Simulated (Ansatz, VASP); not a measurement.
SbO4 in VASP and in Ansatz

```xyz
5
Lattice="3.1598 0.0000 0.0000 -1.5799 2.7365 0.0000 0.0000 0.0000 9.3907" Properties=species:S:1:pos:R:3 pbc="T T T"
Sb    0.0000    0.0000    4.6954
O     0.0000    0.0000    2.8492
O     0.0000    0.0000    6.5415
O     0.0000    1.8243    0.0000
O     1.5799    0.9122    0.0000
```

Alike in both runs: functional PBE; k mesh 6 × 6 × 4; occupations gaussian, width 0.1 eV; no spin polarisation.

Ansatz relaxed the structure, and its values are those at the end. VASP's run is a single point on that final structure, the one shown.

|  | VASP | Ansatz |
| --- | --- | --- |
| version | VASP 6.6.1 | Ansatz 0.2.0 |
| potentials or method | VASP PAW PBE potentials, release 64 (Sb_d_GW, O), cutoff 700 eV | scalar-relativistic, plane waves, PAW |
| valence electrons in the cell | 39 | 39 |

|  | VASP | Ansatz | Ansatz less VASP |
| --- | --- | --- | --- |
| gap on the k mesh at the Fermi level (eV) | none | none | - |
| pressure (GPa) | 0.2 | 0.1 | -0.10 |
| rms of the force components (eV/Å) | 0.053 | 0.001 | -0.0516 |

A gap of «none» marks a metal or a gap that the smearing closes.

The k mesh is coarse, so the values compare programs but aren't converged. Spin-orbit coupling is off throughout.
